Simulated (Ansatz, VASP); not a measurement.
One calculation of Ga7AuN8, two programs

The input INCAR:

```
ALGO = Normal ; EDIFF = 1E-6
ENCUT = 520 ; GGA = PS
ISIF = 2 ; ISMEAR = 0
LASPH = T ; LCHARG = F
LDAU = T ; LDAUJ = 0 0 0
LDAUL = 2 -1 -1 ; LDAUPRINT = 1
LDAUTYPE = 2 ; LDAUU = 3 0 0
LMAXMIX = 4 ; LREAL = Auto
LWAVE = F ; NBANDS = 85
NELM = 150 ; PREC = Accurate
SIGMA = 0.05
```

File KPOINTS:

```
k-points
0
Gamma
  3 3 3
```

Contents of POSCAR:

```
Ga7AuN8
1.0
    6.3800000000      0.0000000000      0.0000000000
   -3.1900000000      5.5252421000      0.0000000000
    0.0000000000      0.0000000000      5.1890000000
Au Ga N
1 7 8
Direct
    0.3343295375      0.1673670073      0.9901452220
    0.3391355318      0.6697699048      0.0036446351
    0.8319457930      0.1625875924      0.0036434754
    0.8319431499      0.6697656692      0.0036457132
    0.1641829640      0.3375352046      0.4975315836
    0.1641827554      0.8270539138      0.4975311826
    0.6746595570      0.3375329892      0.4975355965
    0.6676778345      0.8340421288      0.4997380446
    0.3343406760      0.1673733199      0.4228965157
    0.3371290404      0.6687669252      0.3737496566
    0.8329505174      0.1645913893      0.3737498884
    0.8329485941      0.6687650751      0.3737509910
    0.1495012544      0.3522172612      0.8661866202
    0.1495003529      0.7976922050      0.8661887725
    0.7040107665      0.3522101354      0.8661918367
    0.6676773822      0.8340432767      0.8741330149
```

Input for Ansatz:

```yaml
crystal:
  lattice:
    - [6.38, 0.0, 0.0]
    - [-3.19, 5.5252421, 0.0]
    - [0.0, 0.0, 5.189]
  atoms:
    - { symbol: Au, position: [0.3343295375, 0.1673670073, 0.990145222] }
    - { symbol: Ga, position: [0.3391355318, 0.6697699048, 0.0036446351] }
    - { symbol: Ga, position: [0.831945793, 0.1625875924, 0.0036434754] }
    - { symbol: Ga, position: [0.8319431499, 0.6697656692, 0.0036457132] }
    - { symbol: Ga, position: [0.164182964, 0.3375352046, 0.4975315836] }
    - { symbol: Ga, position: [0.1641827554, 0.8270539138, 0.4975311826] }
    - { symbol: Ga, position: [0.674659557, 0.3375329892, 0.4975355965] }
    - { symbol: Ga, position: [0.6676778345, 0.8340421288, 0.4997380446] }
    - { symbol: "N", position: [0.334340676, 0.1673733199, 0.4228965157] }
    - { symbol: "N", position: [0.3371290404, 0.6687669252, 0.3737496566] }
    - { symbol: "N", position: [0.8329505174, 0.1645913893, 0.3737498884] }
    - { symbol: "N", position: [0.8329485941, 0.6687650751, 0.373750991] }
    - { symbol: "N", position: [0.1495012544, 0.3522172612, 0.8661866202] }
    - { symbol: "N", position: [0.1495003529, 0.797692205, 0.8661887725] }
    - { symbol: "N", position: [0.7040107665, 0.3522101354, 0.8661918367] }
    - { symbol: "N", position: [0.6676773822, 0.8340432767, 0.8741330149] }
basis:
  ecutwfc: 420
  ecutrho_ratio: 4
kpoints:
  mp_grid: { grid: [3, 3, 3] }
hamiltonian:
  xc: pbesol
  hubbard: { sites: [{ site: 0, l: d, u_eff: 3.0 }] }
scf:
  occupations: { method: gaussian, width: 0.05 }
  lower_state_search: "off"
  max_iter: 150
output:
  forces: true
  stress: true
  eigenvalues: true
  populations: true
  hubbard: { sites: [{ site: 0, l: d }] }
```

Alike in both runs: task single point; functional PBEsol; k mesh 3 × 3 × 3; occupations gaussian, width 0.05 eV; no spin polarisation; Hubbard terms Au d U = 3.0 eV.

```csv
,VASP,Ansatz
version,VASP 6.6.1,Ansatz 0.2.0
potentials or method,"VASP PAW PBE potentials, release 64 (Au, Ga_d, N), cutoff 520 eV","scalar-relativistic, plane waves, PAW"
valence electrons in the cell,142,150
```

```csv
,VASP,Ansatz,Ansatz less VASP
gap on the k mesh at the Fermi level (eV),none,none,-
pressure (GPa),5.8,6.7,+0.89
"traceless stress, the component that is largest in VASP (GPa)",1.16,0.97,-0.192
rms of the force components (eV/Å),0.075,0.022,-0.0531
```

VASP's potentials were made for PBE, not for PBEsol. The programs project onto different local orbitals, so the same U acts differently, and such runs can settle in different states. Atom by atom the forces differ by 0.073 eV/Å (rms over components). A gap of «none» marks a metal or a gap that the smearing closes. VASP's potentials hold 142 valence electrons a cell and Ansatz's 150, so a difference there can come from the potentials and not from the codes. Ansatz's warnings: filled band counts differ across k points, near symmetry operation missed by atoms, structure snapped to symmetry, symmetry narrowed to a group.

The k mesh is coarse, so the values compare programs but aren't converged. Spin-orbit coupling is off throughout.
